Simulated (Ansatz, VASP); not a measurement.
**One calculation of Zr2SeS2, two programs**

```
Zr Se S
1.0
    -2.33654    2.33654    4.84744
     2.33654   -2.33654    4.84744
     2.33654    2.33654   -4.84744
Zr Se S
2 1 2
Direct
  0.25000 0.75000 0.50000
  0.75000 0.25000 0.50000
  0.00000 0.00000 0.00000
  0.35009 0.35009 0.00000
  0.64991 0.64991 0.00000
```

Change from the starting cell: species swapped into the SrFe2As2 type (I4/mmm, No. 139).

Alike in both runs: functional PBE; k mesh 12 × 12 × 12; occupations gaussian, width 0.1 eV; no spin polarisation.

Ansatz relaxed the structure, and its values are those at the end. VASP's run is a single point on that final structure, the one shown.

|  | VASP | Ansatz |
| --- | --- | --- |
| version | VASP 6.6.1 | Ansatz 0.2.0 |
| potentials or method | VASP PAW PBE potentials, release 64 (Zr_sv, Se, S), cutoff 520 eV | scalar-relativistic, plane waves, PAW |
| valence electrons in the cell | 42 | 52 |

|  | VASP | Ansatz | Ansatz less VASP |
| --- | --- | --- | --- |
| gap on the k mesh at the Fermi level (eV) | none | none | - |
| pressure (GPa) | 0.0 | 0.0 | -0.01 |

A gap of «none» marks a metal or a gap that the smearing closes. With one functional, cell and mesh, what is left measures potentials, basis and numerics. VASP's potentials hold 42 valence electrons a cell and Ansatz's 52, so a difference there can come from the potentials and not from the codes.
